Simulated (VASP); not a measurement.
# B (Fm-3m) in VASP: further runs

B is run at these levels: LDA; tasks: single point.

All numbers are computed with VASP 6.6.1; they aren't measurements. Logs are shortened: lines on timing, memory, paths and dates and some standing lists are left out, and cuts for length are marked.

### Step 1. The cell of the first run

Symmetry: Fm-3m, No. 225, cubic system. The conventional cell has a = 2.757 Å, b = 2.757 Å, c = 2.757 Å, α = 90.00°, β = 90.00°, γ = 90.00°. B (site symmetry m-3m) has 12 B at 1.95 Å within 2.6 Å.

### Step 2. Single point, LDA (volume scaled by 0.92)

File INCAR:

```
PREC = Accurate
ENCUT = 520
EDIFF = 1E-6
ISMEAR = -1
SIGMA = 0.1
LREAL = False
LASPH = True
NELM = 60
ALGO = Normal
ISIF = 2
LWAVE = False
LCHARG = False
GGA = CA
NBANDS = 8
```

File KPOINTS:

```
Automatic mesh
0
Gamma
  21 21 21
```

File POSCAR:

```
B
1.0
    0.0000000000      1.3786568357      1.3786568357
    1.3786568357      0.0000000000      1.3786568357
    1.3786568357      1.3786568357      0.0000000000
B
1
Direct
    0.0000000000      0.0000000000      0.0000000000
```

Potentials or basis: VASP PAW LDA potentials, release 64 (B).

Command:

```bash
$ cat potpaw_LDA.64/B/POTCAR > POTCAR
$ mpirun -np 1 vasp_std > vasp.out
```

OUTCAR:

```text
PREC = Accurate
   ENCUT = 520
   EDIFF = 1E-6
   ISMEAR = -1
   LREAL = False
   LASPH = True
   NELM = 60
   ISIF = 2
   GGA = CA

 ion  position               nearest neighbor table
   1  0.000  0.000  0.000-

  LATTYP: Found a face centered cubic cell.
 ALAT       =     2.7573136714

  Lattice vectors:

 A1 = (   0.0000000000,   1.3786568357,   1.3786568357)
 A2 = (   1.3786568357,   0.0000000000,   1.3786568357)
 A3 = (   1.3786568357,   1.3786568357,   0.0000000000)

Analysis of symmetry for initial positions (statically):
=====================================================================
 Subroutine PRICEL returns:
 Original cell was already a primitive cell.

 Routine SETGRP: Setting up the symmetry group for a
 face centered cubic supercell.

 Subroutine GETGRP returns: Found 48 space group operations
 (whereof 48 operations were pure point group operations)
 out of a pool of 48 trial point group operations.

The static configuration has the point symmetry O_h .

Analysis of symmetry for dynamics (positions and initial velocities):
=====================================================================
 Subroutine PRICEL returns:
 Original cell was already a primitive cell.

 Routine SETGRP: Setting up the symmetry group for a
 face centered cubic supercell.

 Subroutine GETGRP returns: Found 48 space group operations
 (whereof 48 operations were pure point group operations)
 out of a pool of 48 trial point group operations.

The dynamic configuration has the point symmetry O_h .

 Subroutine INISYM returns: Found 48 space group operations
 (whereof 48 operations are pure point group operations),
 and found     1 'primitive' translations

----------------------------------------------------------------------------------------

                                     Primitive cell

  volume of cell :       5.2408

  direct lattice vectors                    reciprocal lattice vectors
     0.000000000  1.378656836  1.378656836    -0.362671832  0.362671832  0.362671832
     1.378656836  0.000000000  1.378656836     0.362671832 -0.362671832  0.362671832
     1.378656836  1.378656836  0.000000000     0.362671832  0.362671832 -0.362671832

  length of vectors
     1.949715195  1.949715195  1.949715195     0.628166039  0.628166039  0.628166039

  position of ions in fractional coordinates (direct lattice)
     0.000000000  0.000000000  0.000000000

  ion indices of the primitive-cell ions
   primitive index   ion index
                 1           1

----------------------------------------------------------------------------------------

 KPOINTS: Automatic mesh

Automatic generation of k-mesh.
 Grid dimensions read from file:
 generate k-points for:   21   21   21

 Generating k-lattice:

  Cartesian coordinates                     Fractional coordinates (reciprocal lattice)
    -0.017270087  0.017270087  0.017270087     0.047619048  0.000000000  0.000000000
     0.017270087 -0.017270087  0.017270087     0.000000000  0.047619048  0.000000000
     0.017270087  0.017270087 -0.017270087     0.000000000  0.000000000  0.047619048

  Length of vectors
     0.029912669  0.029912669  0.029912669

  Shift w.r.t. Gamma in fractional coordinates (k-lattice)
     0.000000000  0.000000000  0.000000000

 Subroutine IBZKPT returns following result:
 ===========================================

 Found    286 irreducible k-points:

 Following reciprocal coordinates:
            Coordinates               Weight
  0.000000  0.000000  0.000000      1.000000
  0.047619  0.000000  0.000000      8.000000
  0.095238  0.000000  0.000000      8.000000
  0.142857  0.000000  0.000000      8.000000
  0.190476  0.000000  0.000000      8.000000
  0.238095  0.000000  0.000000      8.000000
[... 16 lines left out ...]
 -0.428571  0.047619  0.000000     24.000000
 -0.380952  0.047619  0.000000     24.000000
 [... further k-points ...]
   k-points           NKPTS =    286   k-points in BZ     NKDIM =    286   number of bands    NBANDS=      8
   number of dos      NEDOS =    301   number of ions     NIONS =      1
   total plane-waves  NPLWV =   4096
   dimension x,y,z NGX =    16 NGY =   16 NGZ =   16
   dimension x,y,z NGXF=    32 NGYF=   32 NGZF=   32
   ions per type =               1
   NGX,Y,Z   is equivalent  to a cutoff of  13.64, 13.64, 13.64 a.u.
   NGXF,Y,Z  is equivalent  to a cutoff of  27.29, 27.29, 27.29 a.u.
 SYSTEM =  unknown system
   PREC   = accura    normal or accurate (medium, high low for compatibility)
   ISTART =      0    job   : 0-new  1-cont  2-samecut
   ICHARG =      2    charge: 1-file 2-atom 10-const
   ISPIN  =      1    spin polarized calculation?
   LNONCOLLINEAR =      F non collinear calculations
   LSORBIT =      F    spin-orbit coupling
   LASPH  =      T    aspherical Exc in radial PAW
   ENCUT  =  520.0 eV  38.22 Ry    6.18 a.u.   3.63  3.63  3.63*2*pi/ulx,y,z
   NELM   =     60;   NELMIN=  2; NELMDL= -5     # of ELM steps
   EDIFF  = 0.1E-05   stopping-criterion for ELM
   LREAL  =      F    real-space projection
   EDIFFG = 0.1E-04   stopping-criterion for IOM
   NSW    =      0    number of steps for IOM
   IBRION =     -1    ionic relax: 0-MD 1-quasi-New 2-CG
   NFREE  =      0    steps in history (QN), initial steepest desc. (CG)
   ISIF   =      2    stress and relaxation
   ISYM   =      2    0-nonsym 1-usesym 2-fastsym
   POTIM  = 0.5000    time-step for ionic-motion
   TEBEG  =    0.0;   TEEND  =   0.0 temperature during run
   PSTRESS=    0.0 pullay stress
   NELECT =       3.0000    total number of electrons
   NUPDOWN=      -1.0000    fix difference up-down
   EMIN   =  10.00;   EMAX   =-10.00  energy-range for DOS
   EFERMI =   0.00;   METHOD = LEGACY
   ISMEAR =    -1;   SIGMA  =   0.10  broadening in eV -4-tet -1-fermi 0-gaus
   EFERMI_NEDOS =   21; number of points for ismear=-14 and -15
   IALGO  =     38    algorithm
   IMIX   =      4    mixing-type and parameters
     AMIX     =   0.40;   BMIX     =  1.00
     AMIX_MAG =   1.60;   BMIX_MAG =  1.00
  volume/ion in A,a.u.               =       5.24        35.37
  Fermi-wavevector in a.u.,A,eV,Ry     =   1.359301  2.568707 25.139486  1.847700
  Thomas-Fermi vector in A             =   2.486061
   LORBIT       =      0    0 simple, 1 ext, 2 COOP (PROOUT), +10 PAW based schemes
   GGA     = CA    functional components
   LHFCALC =     F    Hartree Fock is set to
   AEXX    =    0.0000 exact exchange contribution
   IVDW    =     0    specifies the selected vdW correction
   LEPSILON=     F    determine dielectric tensor
   LRPA    =     F    only Hartree local field effects (RPA)
 non-spin polarized calculation
  energy-cutoff  :      520.00
  volume of cell :        5.24
 maximum number of plane-waves:       150
   NGX =  7   NGY =  7   NGZ =  7

 number of electron       3.0000000 magnetization

 Free energy of the ion-electron system (eV)
  ---------------------------------------------------
  ext. energy  EPLUGINS =         0.00000000
  ---------------------------------------------------
  free energy    TOTEN  =        -6.07968328 eV

  energy without entropy =       -6.07296938  energy(sigma->0) =       -6.07632633

 E-fermi :  12.3316     XC(G=0): -13.5243

 val. band max:       12.3166830004   @ k =  -0.4286   0.4762   0.0476
 cond. band min:      12.3780404655   @ k =  -0.2857   0.1905   0.0476
 fundamental gap:      0.0613574650
 Fermi energy:        12.3316476772

 k-point     1 :       0.0000    0.0000    0.0000
  band No.  band energies     occupation
      1      -8.1667      2.00000
      2      29.7026      0.00000
      3      29.7026      0.00000
      4      29.7026      0.00000
      5      47.1029      0.00000
      6      47.1029      0.00000
      7      47.1029      0.00000
      8      51.0421      0.00000

 k-point     2 :       0.0476    0.0000    0.0000
  band No.  band energies     occupation
      1      -8.0630      2.00000
      2      29.1679      0.00000
      3      29.5875      0.00000
      4      29.5875      0.00000
      5      45.8297      0.00000
      6      47.3571      0.00000
      7      47.3571      0.00000
      8      53.0796      0.00000

 k-point     3 :       0.0952    0.0000    0.0000
  band No.  band energies     occupation
      1      -7.7519      2.00000
      2      27.6216      0.00000
      3      29.2710      0.00000
      4      29.2710      0.00000
      5      44.4247      0.00000
      6      48.0230      0.00000
      7      48.0230      0.00000
      8      55.9739      0.00000

 k-point     4 :       0.1429    0.0000    0.0000
  band No.  band energies     occupation
      1      -7.2339      2.00000
      2      25.2823      0.00000
      3      28.8233      0.00000
      4      28.8233      0.00000
      5      43.8277      0.00000
      6      48.7507      0.00000
      7      48.7507      0.00000
      8      54.4457      0.00000

 k-point     5 :       0.1905    0.0000    0.0000
  band No.  band energies     occupation
      1      -6.5098      2.00000
      2      22.4740      0.00000
      3      28.3219      0.00000
      4      28.3219      0.00000
      5      43.9392      0.00000
      6      48.8577      0.00000
      7      48.8577      0.00000
      8      52.4984      0.00000

 k-point     6 :       0.2381    0.0000    0.0000
  band No.  band energies     occupation
      1      -5.5821      2.00000
      2      19.4761      0.00000
      3      27.8294      0.00000
      4      27.8294      0.00000
      5      44.5513      0.00000
      6      48.0312      0.00000
      7      48.0312      0.00000
      8      50.7877      0.00000

 k-point     7 :       0.2857    0.0000    0.0000
  band No.  band energies     occupation
      1      -4.4567      2.00000
      2      16.4736      0.00000
      3      27.3882      0.00000
      4      27.3882      0.00000
      5      45.4763      0.00000
      6      46.8013      0.00000
      7      46.8013      0.00000
      8      49.3804      0.00000

 k-point     8 :       0.3333    0.0000    0.0000
  band No.  band energies     occupation
      1      -3.1473      2.00000
      2      13.5843      0.00001
      3      27.0232      0.00000
      4      27.0232      0.00000
      5      45.6076      0.00000
      6      45.6076      0.00000
      7      46.4617      0.00000
      8      48.4027      0.00000

 k-point     9 :       0.3810    0.0000    0.0000
  band No.  band energies     occupation
      1      -1.6886      2.00000
      2      10.9030      2.00000
      3      26.7464      0.00000
      4      26.7464      0.00000
      5      44.6331      0.00000
      6      44.6331      0.00000
      7      46.7378      0.00000
      8      48.4772      0.00000

 k-point    10 :       0.4286    0.0000    0.0000
  band No.  band energies     occupation
      1      -0.1824      2.00000
      2       8.5661      2.00000
      3      26.5619      0.00000
      4      26.5619      0.00000
      5      43.9545      0.00000
      6      43.9545      0.00000
      7      46.3665      0.00000
      8      49.3400      0.00000
[... 78 lines left out ...]
 k-point    18 :       0.3333    0.0476    0.0000
  band No.  band energies     occupation
      1      -3.5087      2.00000
      2      14.5874      0.00000
      3      26.2363      0.00000
      4      27.5493      0.00000
      5      43.0934      0.00000
      6      46.5472      0.00000
      7      47.1148      0.00000
      8      50.6204      0.00000

 k-point    19 :       0.3810    0.0476    0.0000
  band No.  band energies     occupation
      1      -2.0917      2.00000
      2      11.8281      1.98707
      3      26.0542      0.00000
      4      27.0801      0.00000
      5      42.2808      0.00000
      6      45.9389      0.00000
      7      47.7248      0.00000
      8      49.7384      0.00000

 k-point    20 :       0.4286    0.0476    0.0000
  band No.  band energies     occupation
      1      -0.5775      2.00000
      2       9.3522      2.00000
      3      26.0023      0.00000
      4      26.6646      0.00000
      5      41.7107      0.00000
      6      44.9893      0.00000
      7      48.8554      0.00000
      8      49.1763      0.00000

 k-point    21 :       0.4762    0.0476    0.0000
  band No.  band energies     occupation
      1       0.8027      2.00000
      2       7.4150      2.00000
      3      26.0747      0.00000
      4      26.3194      0.00000
      5      41.4575      0.00000
      6      44.3257      0.00000
      7      48.7380      0.00000
      8      49.8352      0.00000

 k-point    22 :      -0.4762    0.0476    0.0000
  band No.  band energies     occupation
      1       1.3028      2.00000
      2       6.7746      2.00000
      3      26.0602      0.00000
      4      26.2605      0.00000
      5      41.5334      0.00000
      6      43.9822      0.00000
      7      48.6856      0.00000
      8      50.1045      0.00000

 k-point    23 :      -0.4286    0.0476    0.0000
  band No.  band energies     occupation
      1       0.3887      2.00000
      2       7.9674      2.00000
      3      25.9025      0.00000
      4      26.5457      0.00000
      5      41.9302      0.00000
      6      43.9780      0.00000
      7      48.8625      0.00000
      8      49.7078      0.00000

 k-point    24 :      -0.3810    0.0476    0.0000
  band No.  band energies     occupation
      1      -1.0842      2.00000
      2      10.1331      2.00000
      3      25.8603      0.00000
      4      26.9156      0.00000
      5      42.6262      0.00000
      6      44.3214      0.00000
      7      48.4762      0.00000
      8      49.6321      0.00000

 [... further k-points ...]
[... 5 lines left out ...]
  --------------------------------------------------------------------------------------
  -------------------------------------------------------------------------------------
  Total        0.9462851      0.9462851      0.9462851      0.0000000     -0.0000000      0.0000000
  in kB      289.2904290    289.2904290    289.2904290      0.0000000     -0.0000000      0.0000000
  external PRESSURE =     289.2904290 kB  Pullay stress =       0.0000000 kB

 VOLUME and BASIS-vectors are now :
 -----------------------------------------------------------------------------
  energy-cutoff  :      520.00
  volume of cell :        5.24
      direct lattice vectors                 reciprocal lattice vectors
     0.000000000  1.378656836  1.378656836    -0.362671832  0.362671832  0.362671832
     1.378656836  0.000000000  1.378656836     0.362671832 -0.362671832  0.362671832
     1.378656836  1.378656836  0.000000000     0.362671832  0.362671832 -0.362671832

 POSITION                                       TOTAL-FORCE (eV/Angst)
 -----------------------------------------------------------------------------------
      0.00000      0.00000      0.00000        -0.000000     -0.000000     -0.000000
 -----------------------------------------------------------------------------------
    total drift:                               -0.000000     -0.000000     -0.000000

  FREE ENERGIE OF THE ION-ELECTRON SYSTEM (eV)
  ---------------------------------------------------
  free  energy   TOTEN  =        -6.0796832787 eV

  energy  without entropy=       -6.0729693764  energy(sigma->0) =       -6.07632633
```

Run time: 2.6 s. Hardware: 1 thread of Intel Xeon 6975P-C (Granite Rapids), shared host; peak memory 0.11 GiB.

What came out:

| Quantity | Value |
| --- | --- |
| Free energy | -6.0797 eV |
| Pressure | 28.9 GPa |

[end of part 1 of 2]
